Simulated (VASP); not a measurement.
Zr2Ta3O2, 7 atoms in the cell. Symmetry: P4/mmm, No. 123, tetragonal system. The conventional cell has a = 5.611 Å, b = 5.611 Å, c = 5.519 Å, α = 90.00°, β = 90.00°, γ = 90.00°. Within 3.7 Å of Zr (site symmetry mmm) lie 4 Ta at 2.81 Å and 4 O at 3.34 Å. Ta (site symmetry 4/mmm) has 2 Ta at 2.76 Å and 4 Zr at 2.81 Å within 3.6 Å. Ta (site symmetry 4/mmm) has 2 Ta at 2.76 Å within 3.6 Å. Ta (site symmetry 4/mmm) has 2 O at 1.81 Å within 2.4 Å. Within 2.4 Å of O (site symmetry 4mm) lie 1 Ta at 1.81 Å and 1 O at 1.91 Å. The cell was built from a structure type or drawn by symmetry, and may not be a known phase.

| Item | Value |
| --- | --- |
| Program | VASP 6.6.1 |
| Task | single point |
| Functional | PBE |
| Potentials or basis | VASP PAW PBE potentials, release 64 (Zr_sv, Ta_pv, O) |
| Cutoff | 600 eV |
| k mesh | 3 × 3 × 3 |
| Occupations | gaussian, width 0.2 eV |
| Spin | no spin polarisation |
| Dipole correction | no |
| Further INCAR settings | ALGO = Normal; EDIFF = 1e-06; NBANDS = 44 |

Potentials or basis: VASP PAW PBE potentials, release 64 (Zr_sv, Ta_pv, O).

The run is started by

```console
$ cat potpaw_PBE.64/Zr_sv/POTCAR potpaw_PBE.64/Ta_pv/POTCAR potpaw_PBE.64/O/POTCAR > POTCAR
$ mpirun -np 1 vasp_std > vasp.out
```

Hardware: 1 thread of Intel Xeon 8259CL, with other jobs on the host.

Task: How long does it take, and how much memory?

Result: Run time: 2.4 min on 1 thread of Intel Xeon 8259CL, with other jobs on the host, peak memory 0.35 GiB. Counts: scf iterations 17, k points 6.
